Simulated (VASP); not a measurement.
# O: single point with LDA

The system is O.

```
CELL_PARAMETERS angstrom
1.72312 0.00000 0.00000
0.00000 1.72312 0.00000
0.00000 0.00000 1.72312
ATOMIC_POSITIONS crystal
O 0.00000 0.00000 0.00000
```

```
Program                : VASP 6.6.1
Task                   : single point
Functional             : LDA
Potentials or basis    : VASP PAW LDA potentials, release 64 (O)
Cutoff                 : 600 eV
k mesh                 : 18 × 18 × 18
Occupations            : fermi-dirac, width 0.05 eV
Spin                   : no spin polarisation
Dipole correction      : no
Further INCAR settings : ALGO = Normal; EDIFF = 1e-06; NBANDS = 9
```

The pressure is 171.8 GPa and the band gap on the k mesh is zero (bands 3 and 4 overlap by 9.67 eV).

Levels at points of the mesh, in eV from the Fermi level:
| k point | band 1 | band 2 | band 3 | band 4 | band 5 | band 6 | band 7 | band 8 |
| --- | --- | --- | --- | --- | --- | --- | --- | --- |
| (0.00, 0.00, 0.00) | -29.07 | 1.41 | 1.41 | 1.41 | 22.05 | 29.51 | 29.51 | 55.41 |
| (0.50, 0.00, 0.00) | -22.32 | -14.58 | 3.30 | 3.30 | 25.55 | 34.10 | 37.68 | 44.01 |
| (0.50, 0.50, 0.00) | -16.10 | -9.90 | -9.90 | 4.83 | 10.98 | 38.70 | 38.70 | 44.58 |
| (0.50, 0.50, 0.50) | -10.26 | -6.37 | -6.37 | -6.37 | 20.93 | 20.93 | 20.93 | 26.85 |

It took 3.9 s on 1 thread of Intel(R) Xeon(R) Platinum 8259CL CPU @ 2.50GHz (Skylake/Cascade Lake), on a shared host, peak memory 0.11 GiB.

Caveat: the cell stands under pressure.
